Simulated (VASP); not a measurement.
Set up this calculation in VASP 6.6.1, as the native input.

```
Task                   : single point
Functional             : PBE
Potentials or basis    : VASP PAW PBE potentials, release 64 (C)
Cutoff                 : 520 eV
k mesh                 : 25 × 25 × 25
Occupations            : fermi-dirac, width 0.1 eV
Spin                   : no spin polarisation
Dipole correction      : no
Further INCAR settings : ALGO = Normal; EDIFF = 1e-07; NBANDS = 8
```

The structure of C lies in POSCAR:

```
C
1.0
   -1.0785101213      1.0785101213      1.0785101213
    1.0785101213     -1.0785101213      1.0785101213
    1.0785101213      1.0785101213     -1.0785101213
C
1
Direct
    0.0000000000      0.0000000000      0.0000000000
```

This cell differs from its parent crystal: volume scaled by 0.75.

The input as run:

INCAR

```
PREC     = Accurate       # precision mode
ENCUT    = 520            # plane-wave cutoff, eV
EDIFF    = 1E-7           # SCF threshold, eV
ISMEAR   = -1             # smearing method
SIGMA    = 0.1            # smearing width, eV
LREAL    = F              # projectors in reciprocal space
LASPH    = T              # aspherical terms in the spheres
NELM     = 80             # most SCF steps
ALGO     = Normal         # electronic algorithm
ISIF     = 2              # what is computed and relaxed
LWAVE    = F              # write WAVECAR
LCHARG   = F              # write CHGCAR
GGA      = PE             # functional
NBANDS   = 8              # bands
```

KPOINTS

```
Automatic mesh
0
Gamma
  25 25 25
```

Potentials or basis: VASP PAW PBE potentials, release 64 (C).

Launch:

```sh
$ cat potpaw_PBE.64/C/POTCAR > POTCAR
$ mpirun -np 1 vasp_std > vasp.out
```

It gave:

* Pressure: 96.1 GPa
* Band gap on the k mesh: zero (band 2 reaches 25.02 eV, above the bottom of band 3 at 7.86 eV)

Run time: 7.7 s on 1 thread of Intel(R) Xeon(R) Platinum 8488C (Sapphire Rapids) (shared host), peak memory 0.11 GiB.
